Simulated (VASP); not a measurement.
Here is a VASP 6.6.1 calculation.

The input INCAR:

```
  ALGO = Normal
  EDIFF = 1E-6
  ENCUT = 520
  GGA = PE
  ISIF = 2
  ISMEAR = 0
  ISPIN = 2
  LASPH = True
  LCHARG = True
  LELF = True
  LMAXMIX = 4
  LORBIT = 11
  LREAL = False
  LVHAR = True
  LWAVE = False
  MAGMOM = 1 0 0
  NBANDS = 22
  NELM = 150
  PREC = Accurate
  SIGMA = 0.1
```

The input KPOINTS:

```
k-points
0
Gamma
  6 6 6
```

Contents of POSCAR:

```
CuO2
1.0
    0.0000000000      2.4618215478      2.4618215478
    2.4618215478      0.0000000000      2.4618215478
    2.4618215478      2.4618215478      0.0000000000
Cu O
1 2
Direct
    0.0000000000      0.0000000000      0.0000000000
    0.2500000000      0.2500000000      0.2500000000
    0.7500000000      0.7500000000      0.7500000000
```

Potentials or basis: VASP PAW PBE potentials, release 64 (Cu, O).

Command:

```sh
$ cat potpaw_PBE.64/Cu/POTCAR potpaw_PBE.64/O/POTCAR > POTCAR
$ mpirun -np 1 vasp_std > vasp.out
```

(1) Estimate the net moment.

(2) Predict the site moments.

(3) What does it give for the pressure?

Results:

(1) 2.13 μB per cell.

(2) Cu +0.60; O +0.67 μB.

(3) -6.1 GPa.

Caveat: the k points lie up to 0.37 Å⁻¹ apart; a cell with one magnetic atom can't hold antiferromagnetic order, which such compounds often take.
